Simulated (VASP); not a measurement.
Wanted: the native input for a VASP 6.6.1 run.

| Item | Value |
| --- | --- |
| Task | relaxation of cell and atoms |
| Functional | PBE |
| Potentials or basis | VASP PAW PBE potentials, release 64 (Mg, O) |
| Cutoff | 600 eV |
| k mesh | 15 × 15 × 15 |
| Occupations | fermi-dirac, width 0.08 eV |
| Spin | no spin polarisation |
| Target pressure | -0.0091 GPa |
| Dipole correction | no |
| Further INCAR settings | ALGO = Normal; EDIFF = 1e-06; IBRION = 2; EDIFFG = -0.005; NSW = 32; ISIF = 3 |

The structure of MgO (zincblende type) lies in POSCAR:

```
MgO
1.0
    0.0000000000      2.3060767566      2.3060767566
    2.3060767566      0.0000000000      2.3060767566
    2.3060767566      2.3060767566      0.0000000000
Mg O
1 1
Direct
    0.0000000000      0.0000000000      0.0000000000
    0.2500000000      0.2500000000      0.2500000000
```

The input as run:

INCAR

```
PREC = Accurate
ENCUT = 600
EDIFF = 1E-6
ISMEAR = -1
SIGMA = 0.08
LREAL = F
LASPH = T
NELM = 60
ALGO = Normal
ISIF = 3
LWAVE = F
LCHARG = F
GGA = PE
IBRION = 2
NSW = 32
EDIFFG = -0.005
PSTRESS = -0.091
```

KPOINTS

```
Automatic mesh
0
Gamma
  15 15 15
```

Potentials or basis: VASP PAW PBE potentials, release 64 (Mg, O).

Launch:

```console
$ cat potpaw_PBE.64/Mg/POTCAR potpaw_PBE.64/O/POTCAR > POTCAR
$ mpirun -np 1 vasp_std > vasp.out
```

Results of the run:

```yaml
Relaxed_volume: 12.21 Å³/atom
Relaxed_cell: a = 3.256 Å, b = 3.256 Å, c = 3.256 Å, α = 60.00°, β = 60.00°, γ = 60.00°
Space_group_after_relaxing_to_0.1_Å: F-43m (No. 216)
Energy_change_on_relaxing_the_run_minimises_the_enthalpy: -0.1 meV/atom
Ionic_steps: 3
Pressure_after_relaxing: 0.0 GPa
Band_gap_on_the_k_mesh: 3.49 eV
```

Caveat: the cell is relaxed towards a set pressure, so the run minimises the enthalpy, not the energy; an odd mesh through Γ misses points on the zone boundary, where band edges can lie.

Wall time 56 s on 1 thread of Intel Xeon 8259CL, on a shared host, peak memory 0.19 GiB.
